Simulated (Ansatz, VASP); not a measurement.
# NaH in VASP and in Ansatz

Contents of INCAR:

```
SYSTEM = NaH
ALGO = Normal
EDIFF = 1E-6
ENCUT = 520
GGA = PE
ISIF = 2
ISMEAR = -1
LASPH = .True.
LCHARG = .False.
LREAL = .False.
LWAVE = .False.
NBANDS = 11
NELM = 80
PREC = Accurate
SIGMA = 0.02
```

The input KPOINTS:

```
k-points
0
Gamma
  8 8 8
  0 0 0
```

The input POSCAR:

```
NaH
1.0
    0.0000000000      2.4618811596      2.4618811596
    2.4618811596      0.0000000000      2.4618811596
    2.4618811596      2.4618811596      0.0000000000
Na H
1 1
Direct
    0.0000000000      0.0000000000      0.0000000000
    0.2500000000      0.2500000000      0.2500000000
```

Input for Ansatz:

```yaml
crystal:
  lattice:
    - [0.0, 2.4618811596, 2.4618811596]
    - [2.4618811596, 0.0, 2.4618811596]
    - [2.4618811596, 2.4618811596, 0.0]
  atoms:
    - { symbol: Na, position: [0.0, 0.0, 0.0] }
    - { symbol: H, position: [0.25, 0.25, 0.25] }
kpoints:
  mp_grid: { grid: [8, 8, 8] }
  band_path:
    path:
      - [0.0, 0.0, 0.0]
      - [-0.5, -0.5, 0.0]
      - [-0.375, -0.375, 0.25]
      - [-0.375, 0.0, 0.375]
      - [0.0, 0.0, 0.5]
      - [-0.5, -0.25, 0.25]
      - [0.25, -0.5, -0.25]
    npoints: 1
hamiltonian:
  xc: pbe
scf:
  occupations: { method: fermi_dirac, width: 0.02 }
  n_extra_bands: 4
output:
  forces: true
  stress: true
  eigenvalues: true
```

Change from the starting cell: hydrostatic strain -5.2%.

Alike in both runs: task single point; functional PBE; k mesh 8 × 8 × 8; occupations fermi-dirac, width 0.02 eV; no spin polarisation.

```csv
,VASP,Ansatz
version,VASP 6.6.1,Ansatz 0.2.0
potentials or method,"VASP PAW PBE potentials, release 64 (Na_pv, H)","plane waves, PAW"
plane-wave cutoff (eV),520,420
valence electrons in the cell,8,10
```

|  | VASP | Ansatz | Ansatz less VASP |
| --- | --- | --- | --- |
| gap on the k mesh at the Fermi level (eV) | 3.73 | 3.73 | +0.004 |
| pressure (GPa) | 4.1 | 4.1 | 0.00 |

With one functional, cell and mesh, what is left measures potentials, basis and numerics. VASP's potentials hold 8 valence electrons a cell and Ansatz's 10, so a difference there can come from the potentials and not from the codes.
